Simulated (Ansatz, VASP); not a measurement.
# Sc: VASP beside Ansatz

The input INCAR:

```
PREC = Accurate ; ENCUT = 520
EDIFF = 1E-8 ; ISMEAR = -1
SIGMA = 0.08 ; LREAL = False
LASPH = True ; NELM = 100
ALGO = Normal ; ISIF = 2
LWAVE = False ; LCHARG = False
LEFG = True ; NBANDS = 30
```

The input KPOINTS:

```
regular mesh
0
Gamma
  8 8 8
```

The input POSCAR:

```
Sc
1.0
   -3.0880123167      3.0880123167      2.7062434742
    3.0880123167     -3.0880123167      2.7062434742
    3.0880123167      3.0880123167     -2.7062434742
Sc
4
Direct
    0.1637304900      0.3362695100      0.5000000000
    0.6637304900      0.1637304900      0.8274609800
    0.3362695100      0.8362695100      0.1725390200
    0.8362695100      0.6637304900      0.5000000000
```

Input for Ansatz:

```yaml
crystal:
  lattice:
    - [-3.0880123167, 3.0880123167, 2.7062434742]
    - [3.0880123167, -3.0880123167, 2.7062434742]
    - [3.0880123167, 3.0880123167, -2.7062434742]
  atoms:
    - { symbol: Sc, position: [0.16373049, 0.33626951, 0.5] }
    - { symbol: Sc, position: [0.66373049, 0.16373049, 0.82746098] }
    - { symbol: Sc, position: [0.33626951, 0.83626951, 0.17253902] }
    - { symbol: Sc, position: [0.83626951, 0.66373049, 0.5] }
kpoints:
  mp_grid: { grid: [8, 8, 8] }
  band_path:
    path:
      - [0.0, 0.0, 0.0]
      - [0.0, 0.0, 0.5]
      - [-0.5, 0.5, 0.5]
      - [0.0, 0.0, 0.0]
      - [0.4420063951, 0.4420063951, -0.4420063951]
      - [-0.4420063951, 0.5579936049, 0.4420063951]
      - [-0.5, 0.5, 0.5]
      - [0.0, 0.0, 0.5]
      - [0.25, 0.25, 0.25]
    npoints: 8
scf:
  occupations: { method: fermi_dirac, width: 0.08 }
hamiltonian:
  xc: lda
  pseudopotentials: { kind: all_electron, datasets: crystal }
output:
  forces: true
  stress: true
  eigenvalues: true
  efg: { contact_densities: true }
```

Alike in both runs: task electric field gradients; functional LDA; k mesh 8 × 8 × 8; occupations fermi-dirac, width 0.08 eV; no spin polarisation.

```csv
,VASP,Ansatz
version,VASP 6.6.1,Ansatz 0.2.0
potentials or method,"VASP PAW LDA potentials, release 64 (Sc_sv), cutoff 520 eV","all-electron PAW with datasets made for the crystal, scalar-relativistic"
```

VASP gave:

* pressure (GPa): -4.1
* traceless stress, the component that is largest in VASP (GPa): -0.31
* rms of the force components (eV/Å): 0.020
* size of Vzz on the site where it differs most (V/Å²): 7.0

Task: Estimate Ansatz's values.

Result: Pressure (GPa): -4.2; traceless stress, the component that is largest in VASP (GPa): -0.30; rms of the force components (eV/Å): 0.023; size of Vzz on the site where it differs most (V/Å²): 9.0.

LDA's correlation is that of Perdew and Zunger in VASP and of Perdew and Wang (1992) in Ansatz. Atom by atom the forces differ by 0.003 eV/Å (rms over components). Ansatz ran all-electron here, and VASP with PAW potentials.
